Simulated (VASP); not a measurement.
Input of a VASP 6.6.1 run:

File INCAR:

```
  PREC = Accurate
  ENCUT = 520
  EDIFF = 1E-6
  ISMEAR = 0
  SIGMA = 0.15
  LREAL = False
  LASPH = True
  NELM = 80
  ALGO = Normal
  ISIF = 2
  LWAVE = False
  LCHARG = False
  GGA = PE
  NBANDS = 20
```

The input KPOINTS:

```
Automatic mesh
0
Gamma
  12 12 2
```

Contents of POSCAR:

```
WS2
1.0
    3.1835160000      0.0000000000      0.0000000000
   -1.5917580000      2.7570060000      0.0000000000
    0.0000000000      0.0000000000     16.9505780000
W S
1 2
Direct
    0.3514689486      0.7029378971      0.0000000000
    0.6666666667      0.3333333333      0.9079990000
    0.6666666667      0.3333333333      0.0920010000
```

Potentials or basis: VASP PAW PBE potentials, release 64 (W_sv, S).

Launch:

```console
$ cat potpaw_PBE.64/W_sv/POTCAR potpaw_PBE.64/S/POTCAR > POTCAR
$ mpirun -np 1 vasp_std > vasp.out
```

Q: Estimate the largest force.

A: 2.178 eV/Å.

Q: Predict the band gap on the k mesh.

A: 1.78 eV.

Forces on the atoms (eV/Å):
```
W    0.000 -2.178  0.000
S    0.000  1.089 -0.394
S    0.000  1.089  0.394
```

Caveat: spin-orbit coupling is left out, which moves the levels of the heavy elements.
